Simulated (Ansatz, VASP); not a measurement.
**Two plane-wave programs on ScCoC4N4**

```
Sc Co C N
1.0
     5.93117    0.00000    0.00000
     0.00000    5.93117    0.00000
     0.00000    0.00000    5.93117
Sc Co C N
1 1 4 4
Direct
  0.50000 0.50000 0.50000
  0.00000 0.00000 0.00000
  0.18237 0.18237 0.18237
  0.18237 0.81763 0.81763
  0.81763 0.18237 0.81763
  0.81763 0.81763 0.18237
  0.29762 0.29762 0.29762
  0.29762 0.70238 0.70238
  0.70238 0.29762 0.70238
  0.70238 0.70238 0.29762
```

Alike in both runs: functional PBE; k mesh 4 × 4 × 4; occupations gaussian, width 0.1 eV; collinear spin.

Ansatz relaxed the structure, and its values are those at the end. VASP's run is a single point on that final structure, the one shown.

|  | VASP | Ansatz |
| --- | --- | --- |
| version | VASP 6.6.1 | Ansatz 0.2.0 |
| potentials or method | VASP PAW PBE potentials, release 64 (Sc_sv, Co, C, N), cutoff 520 eV | scalar-relativistic, plane waves, PAW |
| valence electrons in the cell | 56 | 64 |

```csv
,VASP,Ansatz,Ansatz less VASP
gap on the k mesh at the Fermi level (eV),none,none,-
pressure (GPa),0.3,-0.1,-0.45
rms of the force components (eV/Å),0.146,0.007,-0.1387
net moment per atom (μB),0.20,0.20,0.000
size of the moment on the site where the two differ most (μB),1.57,1.38,-0.187
```

Site moments also hang on the region over which each program counts them. A gap of «none» marks a metal or a gap that the smearing closes. One of these differences is far larger than is usual between the two programs; its cause wasn't traced. VASP's potentials hold 56 valence electrons a cell and Ansatz's 64, so a difference there can come from the potentials and not from the codes.

Noted on VASP's run: the standard files for N, O and F lose accuracy on very short bonds.
